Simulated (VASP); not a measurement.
Wanted: the native input for a VASP 6.6.1 run.

- Task: single point
- Functional: LDA
- Potentials or basis: VASP PAW LDA potentials, release 64 (Pd)
- Cutoff: 520 eV
- k mesh: 16 × 16 × 15
- Occupations: fermi-dirac, width 0.05 eV
- Spin: collinear spin
- Starting moments: [0.5, 0.5] μB
- Dipole correction: no
- Further INCAR settings: ALGO = Normal; EDIFF = 1e-06; NBANDS = 21

The structure of Pd lies in POSCAR:

```
Pd
1.0
   -3.1320202019      3.1293041266      1.2683213247
    3.1293041266     -3.1320202019      1.2683213247
    1.5923313639      1.5923313639     -1.2732958215
Pd
2
Direct
    0.9999420576      0.0000579424      1.0000000000
    0.7500579424      0.2499420576      0.5000000000
```

The input as run:

INCAR

```
SYSTEM = Pd
ALGO     = Normal         ! electronic algorithm
EDIFF    = 1E-6           ! SCF threshold, eV
ENCUT    = 520            ! plane-wave cutoff, eV
ISIF     = 2              ! what is computed and relaxed
ISMEAR   = -1             ! smearing method
ISPIN    = 2              ! spin polarisation
KPAR     = 4            
LASPH    = .True.         ! aspherical terms in the spheres
LCHARG   = .False.        ! write CHGCAR
LMAXMIX  = 4              ! l up to which the mixer works
LORBIT   = 11             ! projections on sites
LREAL    = .False.        ! projectors in reciprocal space
LWAVE    = .False.        ! write WAVECAR
MAGMOM   = 0.5 0.5        ! initial moments
NBANDS   = 21             ! bands
NELM     = 150            ! most SCF steps
PREC     = Accurate       ! precision mode
SIGMA    = 0.05           ! smearing width, eV
```

KPOINTS

```
k-points
0
Gamma
  16 16 15
  0 0 0
```

Potentials or basis: VASP PAW LDA potentials, release 64 (Pd).

Command:

```sh
$ cat potpaw_LDA.64/Pd/POTCAR > POTCAR
$ mpirun -np 4 vasp_std > vasp.out
```

Results of the run:

```yaml
Pressure: 39.8 GPa
Band_gap_on_the_k_mesh: zero (filled and empty bands overlap)
Net_moment: 0.00 μB per cell
Valence_electrons_inside_the_program's_atomic_spheres: Pd 9.87
```

Caveat: the cell stands under pressure.

It took 9.6 min on 4 MPI ranks on Oxide Virtual Turin-like Processor, on a shared host, peak memory 0.73 GiB a rank.
